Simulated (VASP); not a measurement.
# HgTe (Fm-3m) in VASP: relaxation of the atoms with r2SCAN

Aim: the relaxation of the atoms of HgTe with r2SCAN.

Program: VASP 6.6.1. These are calculated values, not measurements. Logs are shortened: lines on timing, memory, paths and dates and some standing lists are left out, and cuts for length are marked.

### Step 1. The cell of the first run

The structure is cubic, space group Fm-3m (No. 225). Conventional cell: a = 6.095 Å, b = 6.095 Å, c = 6.095 Å, α = 90.00°, β = 90.00°, γ = 90.00°. Hg (site symmetry m-3m) has 6 Te at 3.05 Å within 4.0 Å. Te (site symmetry m-3m) has 6 Hg at 3.05 Å within 4.0 Å.

### Step 2. Relaxation of the atoms, r2SCAN

The input, POSCAR:

```
HgTe
1.0
    0.0000000000      3.0473239400      3.0473239400
    3.0473239400      0.0000000000      3.0473239400
    3.0473239400      3.0473239400      0.0000000000
Hg Te
1 1
Direct
    0.0000000000      0.0000000000      0.0000000000
    0.5000000000      0.5000000000      0.5000000000
```

The input, INCAR.step1:

```
SYSTEM = HgTe
  PREC = Accurate
  ENCUT = 520
  ISMEAR = -1
  SIGMA = 0.1
  LREAL = .False.
  LASPH = .True.
  NELM = 100
  GGA = PE
  ALGO = Normal
  EDIFF = 1E-4
  LWAVE = .True.
  LCHARG = .False.
```

The input, INCAR.step2:

```
SYSTEM = HgTe
  PREC = Accurate
  ENCUT = 520
  EDIFF = 1E-6
  ISMEAR = -1
  SIGMA = 0.1
  LREAL = .False.
  LASPH = .True.
  NELM = 100
  ALGO = Normal
  ISIF = 2
  LWAVE = .False.
  LCHARG = .False.
  METAGGA = R2SCAN
  LMIXTAU = .True.
  IBRION = 2
  NSW = 50
  EDIFFG = -0.01
  ISTART = 1
```

The input, KPOINTS:

```
regular mesh
0
Gamma
  10 10 10
  0 0 0
```

Potentials or basis: VASP PAW PBE potentials, release 64 (Hg, Te).

Started as:

```
$ cat potpaw_PBE.64/Hg/POTCAR potpaw_PBE.64/Te/POTCAR > POTCAR
$ cp INCAR.step1 INCAR
$ mpirun -np 1 vasp_std > vasp.out
$ cp INCAR.step2 INCAR
$ mpirun -np 1 vasp_std > vasp.out
```

OUTCAR:

```text
SYSTEM = HgTe
   PREC = Accurate
   ENCUT = 520
   EDIFF = 1E-6
   ISMEAR = -1
   LREAL = .False.
   LASPH = .True.
   NELM = 100
   ISIF = 2
   METAGGA = R2SCAN
   IBRION = 2
   NSW = 50
   EDIFFG = -0.01
   ISTART = 1

 ion  position               nearest neighbor table
   1  0.000  0.000  0.000-   2 3.05   2 3.05   2 3.05   2 3.05   2 3.05   2 3.05
   2  0.500  0.500  0.500-   1 3.05   1 3.05   1 3.05   1 3.05   1 3.05   1 3.05

  LATTYP: Found a face centered cubic cell.
 ALAT       =     6.0946478800

  Lattice vectors:

 A1 = (   0.0000000000,   3.0473239400,   3.0473239400)
 A2 = (   3.0473239400,   0.0000000000,   3.0473239400)
 A3 = (   3.0473239400,   3.0473239400,   0.0000000000)

Analysis of symmetry for initial positions (statically):
=====================================================================
 Subroutine PRICEL returns:
 Original cell was already a primitive cell.

 Routine SETGRP: Setting up the symmetry group for a
 face centered cubic supercell.

 Subroutine GETGRP returns: Found 48 space group operations
 (whereof 48 operations were pure point group operations)
 out of a pool of 48 trial point group operations.

The static configuration has the point symmetry O_h .

Analysis of symmetry for dynamics (positions and initial velocities):
=====================================================================
 Subroutine PRICEL returns:
 Original cell was already a primitive cell.

 Routine SETGRP: Setting up the symmetry group for a
 face centered cubic supercell.

 Subroutine GETGRP returns: Found 48 space group operations
 (whereof 48 operations were pure point group operations)
 out of a pool of 48 trial point group operations.

The dynamic configuration has the point symmetry O_h .

 Subroutine INISYM returns: Found 48 space group operations
 (whereof 48 operations are pure point group operations),
 and found     1 'primitive' translations

----------------------------------------------------------------------------------------

                                     Primitive cell

  volume of cell :      56.5960

  direct lattice vectors                    reciprocal lattice vectors
     0.000000000  3.047323940  3.047323940    -0.164078388  0.164078388  0.164078388
     3.047323940  0.000000000  3.047323940     0.164078388 -0.164078388  0.164078388
     3.047323940  3.047323940  0.000000000     0.164078388  0.164078388 -0.164078388

  length of vectors
     4.309566845  4.309566845  4.309566845     0.284192105  0.284192105  0.284192105

  position of ions in fractional coordinates (direct lattice)
     0.000000000  0.000000000  0.000000000
     0.500000000  0.500000000  0.500000000

  ion indices of the primitive-cell ions
   primitive index   ion index
                 1           1
                 2           2

----------------------------------------------------------------------------------------

 KPOINTS: regular mesh

Automatic generation of k-mesh.
 Grid dimensions read from file:
 generate k-points for:   10   10   10

 Generating k-lattice:

  Cartesian coordinates                     Fractional coordinates (reciprocal lattice)
    -0.016407839  0.016407839  0.016407839     0.100000000  0.000000000  0.000000000
     0.016407839 -0.016407839  0.016407839     0.000000000  0.100000000  0.000000000
     0.016407839  0.016407839 -0.016407839     0.000000000  0.000000000  0.100000000

  Length of vectors
     0.028419210  0.028419210  0.028419210

  Shift w.r.t. Gamma in fractional coordinates (k-lattice)
     0.000000000  0.000000000  0.000000000

 Subroutine IBZKPT returns following result:
 ===========================================

 Found     47 irreducible k-points:

 Following reciprocal coordinates:
            Coordinates               Weight
  0.000000  0.000000  0.000000      1.000000
  0.100000  0.000000  0.000000      8.000000
  0.200000  0.000000  0.000000      8.000000
  0.300000  0.000000  0.000000      8.000000
  0.400000  0.000000  0.000000      8.000000
  0.500000  0.000000  0.000000      4.000000
[... 16 lines left out ...]
  0.300000  0.300000  0.000000      6.000000
  0.400000  0.300000  0.000000     24.000000
 [... further k-points ...]
   k-points           NKPTS =     47   k-points in BZ     NKDIM =     47   number of bands    NBANDS=     13
   number of dos      NEDOS =    301   number of ions     NIONS =      2
   total plane-waves  NPLWV =  32768
   dimension x,y,z NGX =    32 NGY =   32 NGZ =   32
   dimension x,y,z NGXF=    64 NGYF=   64 NGZF=   64
   ions per type =               1   1
   NGX,Y,Z   is equivalent  to a cutoff of  12.34, 12.34, 12.34 a.u.
   NGXF,Y,Z  is equivalent  to a cutoff of  24.69, 24.69, 24.69 a.u.
 SYSTEM =  HgTe
   PREC   = accura    normal or accurate (medium, high low for compatibility)
   ISTART =      1    job   : 0-new  1-cont  2-samecut
   ICHARG =      0    charge: 1-file 2-atom 10-const
   ISPIN  =      1    spin polarized calculation?
   LNONCOLLINEAR =      F non collinear calculations
   LSORBIT =      F    spin-orbit coupling
   LASPH  =      T    aspherical Exc in radial PAW
   ENCUT  =  520.0 eV  38.22 Ry    6.18 a.u.   8.01  8.01  8.01*2*pi/ulx,y,z
   NELM   =    100;   NELMIN=  2; NELMDL=  0     # of ELM steps
   EDIFF  = 0.1E-05   stopping-criterion for ELM
   LREAL  =      F    real-space projection
   EDIFFG = -.1E-01   stopping-criterion for IOM
   NSW    =     50    number of steps for IOM
   IBRION =      2    ionic relax: 0-MD 1-quasi-New 2-CG
   NFREE  =      1    steps in history (QN), initial steepest desc. (CG)
   ISIF   =      2    stress and relaxation
   ISYM   =      2    0-nonsym 1-usesym 2-fastsym
   POTIM  = 0.5000    time-step for ionic-motion
   TEBEG  =    0.0;   TEEND  =   0.0 temperature during run
   PSTRESS=    0.0 pullay stress
   NELECT =      18.0000    total number of electrons
   NUPDOWN=      -1.0000    fix difference up-down
   EMIN   =  10.00;   EMAX   =-10.00  energy-range for DOS
   EFERMI =   0.00;   METHOD = LEGACY
   ISMEAR =    -1;   SIGMA  =   0.10  broadening in eV -4-tet -1-fermi 0-gaus
   EFERMI_NEDOS =   21; number of points for ismear=-14 and -15
   IALGO  =     38    algorithm
   IMIX   =      4    mixing-type and parameters
     AMIX     =   0.40;   BMIX     =  1.00
     AMIX_MAG =   1.60;   BMIX_MAG =  1.00
  volume/ion in A,a.u.               =      28.30       190.96
  Fermi-wavevector in a.u.,A,eV,Ry     =   1.117473  2.111718 16.990220  1.248746
  Thomas-Fermi vector in A             =   2.254096
   LORBIT       =      0    0 simple, 1 ext, 2 COOP (PROOUT), +10 PAW based schemes
   METAGGA = R2SCAN    functional components
   LHFCALC =     F    Hartree Fock is set to
   AEXX    =    0.0000 exact exchange contribution
   IVDW    =     0    specifies the selected vdW correction
   LEPSILON=     F    determine dielectric tensor
   LRPA    =     F    only Hartree local field effects (RPA)
 conjugate gradient relaxation of ions
 non-spin polarized calculation
  energy-cutoff  :      520.00
  volume of cell :       56.60
 maximum number of plane-waves:      1540
   NGX = 17   NGY = 17   NGZ = 17

 number of electron      18.0000003 magnetization

 Free energy of the ion-electron system (eV)
  ---------------------------------------------------
  ext. energy  EPLUGINS =         0.00000000
  ---------------------------------------------------
  free energy    TOTEN  =       -74.88773930 eV

  energy without entropy =      -74.85794937  energy(sigma->0) =      -74.87284434

 E-fermi :   4.2179     XC(G=0): -10.4429

 val. band max:        4.1783248681   @ k =   0.3000   0.3000   0.0000
 cond. band min:       4.2586581467   @ k =  -0.2000   0.1000   0.0000
 fundamental gap:      0.0803332786
 Fermi energy:         4.2178870777

 k-point     1 :       0.0000    0.0000    0.0000
  band No.  band energies     occupation
      1      -8.2473      2.00000
      2      -2.7728      2.00000
      3      -2.7728      2.00000
      4      -2.7044      2.00000
      5      -2.7044      2.00000
      6      -2.7044      2.00000
      7       3.4530      1.99905
      8       3.4530      1.99905
      9       3.4530      1.99905
     10       3.6087      1.99549
     11      12.3225      0.00000
     12      12.3225      0.00000
     13      12.3225      0.00000

 k-point     2 :       0.1000    0.0000    0.0000
  band No.  band energies     occupation
      1      -8.1557      2.00000
      2      -2.8077      2.00000
      3      -2.8077      2.00000
      4      -2.7158      2.00000
      5      -2.6922      2.00000
      6      -2.6922      2.00000
      7       2.0455      2.00000
      8       3.5379      1.99777
      9       3.5379      1.99777
     10       4.9607      0.00119
     11      11.1081      0.00000
     12      11.6570      0.00000
     13      11.6570      0.00000

 k-point     3 :       0.2000    0.0000    0.0000
  band No.  band energies     occupation
      1      -7.8944      2.00000
      2      -2.9032      2.00000
      3      -2.9032      2.00000
      4      -2.7581      2.00000
      5      -2.6520      2.00000
      6      -2.6520      2.00000
      7       0.6481      2.00000
      8       3.7683      1.97794
      9       3.7683      1.97794
     10       6.1577      0.00000
     11       9.8613      0.00000
     12      10.5284      0.00000
     13      10.5284      0.00000
[... 305 lines left out ...]
 k-point    23 :       0.3000    0.3000    0.0000
  band No.  band energies     occupation
      1      -7.4636      2.00000
      2      -2.9677      2.00000
      3      -2.7917      2.00000
      4      -2.7094      2.00000
      5      -2.5771      2.00000
      6      -2.5771      2.00000
      7       0.7101      2.00000
      8       2.4279      2.00000
      9       2.4279      2.00000
     10       4.1783      1.19527
     11       9.9127      0.00000
     12      11.4805      0.00000
     13      12.5176      0.00000

 k-point    24 :       0.4000    0.3000    0.0000
  band No.  band energies     occupation
      1      -7.2887      2.00000
      2      -2.8090      2.00000
      3      -2.7843      2.00000
      4      -2.7506      2.00000
      5      -2.5250      2.00000
      6      -2.5195      2.00000
      7       0.1429      2.00000
      8       2.1934      2.00000
      9       2.3440      2.00000
     10       3.6246      1.99471
     11       9.8396      0.00000
     12      12.0012      0.00000
     13      12.4904      0.00000

 [... further k-points ...]

------------------------ aborting loop because EDIFF is reached ----------------------------------------

  FORCE on cell =-STRESS in cart. coord.  units (eV):
  Direction    XX          YY          ZZ          XY          YZ          ZX
  --------------------------------------------------------------------------------------
  -------------------------------------------------------------------------------------
  Total        0.0261844      0.0261844      0.0261844      0.0000000      0.0000000     -0.0000000
  in kB        0.7412550      0.7412550      0.7412550      0.0000000      0.0000000     -0.0000000
  external PRESSURE =       0.7412550 kB  Pullay stress =       0.0000000 kB

 VOLUME and BASIS-vectors are now :
 -----------------------------------------------------------------------------
  energy-cutoff  :      520.00
  volume of cell :       56.60
      direct lattice vectors                 reciprocal lattice vectors
     0.000000000  3.047323940  3.047323940    -0.164078388  0.164078388  0.164078388
     3.047323940  0.000000000  3.047323940     0.164078388 -0.164078388  0.164078388
     3.047323940  3.047323940  0.000000000     0.164078388  0.164078388 -0.164078388

 POSITION                                       TOTAL-FORCE (eV/Angst)
 -----------------------------------------------------------------------------------
      0.00000      0.00000      0.00000         0.000000      0.000000      0.000000
      3.04732      3.04732      3.04732        -0.000000     -0.000000     -0.000000
 -----------------------------------------------------------------------------------
    total drift:                                0.000000     -0.000000     -0.000000

  FREE ENERGIE OF THE ION-ELECTRON SYSTEM (eV)
  ---------------------------------------------------
  free  energy   TOTEN  =       -74.8877392997 eV

  energy  without entropy=      -74.8579493704  energy(sigma->0) =      -74.87284434

 reached required accuracy - stopping structural energy minimisation
```

It took 2.3 min on 1 thread of Intel Xeon 8259CL, shared host; peak memory 0.21 GiB.

Results:

```
Free energy             : -74.8877 eV
Pressure after relaxing : 0.1 GPa
Band gap on the k mesh  : zero (bands 9 and 10 overlap by 2.63 eV)
```

Final structure:
```
Hg Te
1.0
     0.00000    3.04732    3.04732
     3.04732    0.00000    3.04732
     3.04732    3.04732    0.00000
Hg Te
1 1
Direct
  0.00000 0.00000 0.00000
  0.50000 0.50000 0.50000
```

Levels at points of the mesh, in eV from the Fermi level:
```tsv
k point	band 5	band 6	band 7	band 8	band 9	band 10	band 11	band 12	band 13
(0.00, 0.00, 0.00)	-6.92	-6.92	-0.76	-0.76	-0.76	-0.61	8.10	8.10	8.10
(0.50, 0.00, 0.00)	-6.76	-6.76	-5.70	0.27	0.27	3.08	3.99	4.29	4.29
(0.50, 0.50, 0.00)	-6.68	-6.03	-4.39	-2.67	-2.36	-2.36	5.21	9.82	9.82
```

Caveat: the relaxation stopped at its first step, so nothing moved; the PAW data sets were made with another functional, which shifts forces and pressure a little; spin-orbit coupling is left out, which moves the levels of the heavy elements.
